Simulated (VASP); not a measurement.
Write the native input for VASP 6.6.1 that does the following.

```
Task                   : single point
Functional             : PBE
Potentials or basis    : VASP PAW PBE potentials, release 64 (Rh_pv)
Cutoff                 : 520 eV
k mesh                 : 26 × 26 × 26
Occupations            : gaussian, width 0.15 eV
Spin                   : no spin polarisation
Dipole correction      : no
Further INCAR settings : ALGO = Fast; EDIFF = 1e-06; NBANDS = 14
```

The structure of Rh lies in POSCAR:

```
Rh
1.0
    0.0000000000      1.9149654115      1.9149654115
    1.9628395468      0.0000000000      1.9149654115
    1.9628395468      1.9149654115      0.0000000000
Rh
1
Direct
    0.0000000000      0.0000000000      0.0000000000
```

This cell differs from its parent crystal: strain +0.0250 x Voigt [1, 0, 0, 0, 0, 0].

The input as run:

INCAR

```
ALGO = Fast
EDIFF = 1E-6
ENCUT = 520
GGA = PE
ISIF = 2
ISMEAR = 0
LASPH = T
LCHARG = T
LELF = T
LREAL = F
LVHAR = T
LWAVE = F
NBANDS = 14
NELM = 80
PREC = Accurate
SIGMA = 0.15
```

KPOINTS

```
k-points
0
Gamma
  26 26 26
```

Potentials or basis: VASP PAW PBE potentials, release 64 (Rh_pv).

The run is started by

```bash
$ cat potpaw_PBE.64/Rh_pv/POTCAR > POTCAR
$ mpirun -np 1 vasp_std > vasp.out
```

It gave:

```
Pressure               : -5.8 GPa
Band gap on the k mesh : zero (an odd number of electrons rules out a gap without spin polarisation)
```

Caveat: the cell differs from its parent crystal (strain +0.0250 x Voigt [1, 0, 0, 0, 0, 0]); the stress differs along the axes, from -9 to -4 GPa.

It took 3.2 min on 1 thread of Intel(R) Xeon(R) Platinum 8488C (Sapphire Rapids) (shared host), peak memory 0.33 GiB.
